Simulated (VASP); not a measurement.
A run of VASP 6.6.1:

INCAR

```
SYSTEM = Sn2Te3O
  PREC = Accurate
  ENCUT = 600
  EDIFF = 1E-6
  ISMEAR = 0
  SIGMA = 0.1
  LREAL = .FALSE.
  LASPH = .TRUE.
  NELM = 120
  ALGO = Normal
  ISIF = 2
  LWAVE = .FALSE.
  LCHARG = .FALSE.
  GGA = PE
  NBANDS = 35
  GGA_COMPAT = .FALSE.
```

Contents of KPOINTS:

```
Automatic mesh
0
G
  3 3 3
  0 0 0
```

The input POSCAR:

```
Sn2Te3O
1.0
    3.2301405618      1.8649225243      4.9741426569
   -3.2301405618      1.8649225243      4.9741426569
    0.0000000000     -3.7298450443      4.9741426585
Sn Te O
2 3 1
Direct
    0.1352220545      0.1352220545      0.1352220545
    0.8647779455      0.8647779455      0.8647779455
    0.5000000000      0.5000000000      0.0000000000
    0.0000000000      0.5000000000      0.5000000000
    0.5000000000      0.0000000000      0.5000000000
    0.0000000000      0.0000000000      0.0000000000
```

Potentials or basis: VASP PAW PBE potentials, release 64 (Sn_d, Te, O).

Command:

```sh
$ cat potpaw_PBE.64/Sn_d/POTCAR potpaw_PBE.64/Te/POTCAR potpaw_PBE.64/O/POTCAR > POTCAR
$ mpirun -np 1 vasp_std > vasp.out
```

Hardware: 1 thread of AMD EPYC 9R45 96-Core Processor (Zen 5), with other jobs on the host.

Q: How long does it take, and how much memory?

A: It took 46 s on 1 thread of AMD EPYC 9R45 96-Core Processor (Zen 5) (shared host), peak memory 0.33 GiB. Counts: scf iterations 17, k points 6.
